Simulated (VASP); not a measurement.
ZnO, 4 atoms in the cell. It takes space group P6_3mc (No. 186, hexagonal). The conventional cell has a = 3.230 Å, b = 3.230 Å, c = 5.214 Å, α = 90.00°, β = 90.00°, γ = 120.00°. Within 2.6 Å of Zn (site symmetry 3m) lie 4 O at 1.97 to 1.98 Å. Within 2.6 Å of O (site symmetry 3m) lie 4 Zn at 1.97 to 1.98 Å. 

```yaml
Program: VASP 6.6.1
Task: relaxation of cell and atoms
Functional: PBEsol
Potentials_or_basis: VASP PAW PBE potentials, release 64 (Zn, O)
Cutoff: 600 eV
k_mesh: 8 × 8 × 4
Occupations: gaussian, width 0.01 eV
Spin: no spin polarisation
Target_pressure: 4 GPa
Dipole_correction: no
Further_INCAR_settings: ALGO = Normal; EDIFF = 1e-07; IBRION = 2; EDIFFG = -0.002; NSW = 100; ISIF = 3
```

Potentials or basis: VASP PAW PBE potentials, release 64 (Zn, O).

The run is started by

```sh
$ cat potpaw_PBE.64/Zn/POTCAR potpaw_PBE.64/O/POTCAR > POTCAR
$ mpirun -np 1 vasp_std > vasp.out
```

Hardware: 1 thread of Intel(R) Xeon(R) Platinum 8559C (Emerald Rapids) (shared host).

**Question.** How long does it take, and how much memory?

**Answer.** Wall time 68 s on 1 thread of Intel(R) Xeon(R) Platinum 8559C (Emerald Rapids) (shared host), peak memory 0.2 GiB. Counts: scf iterations 34, k points 30, ion steps 3.
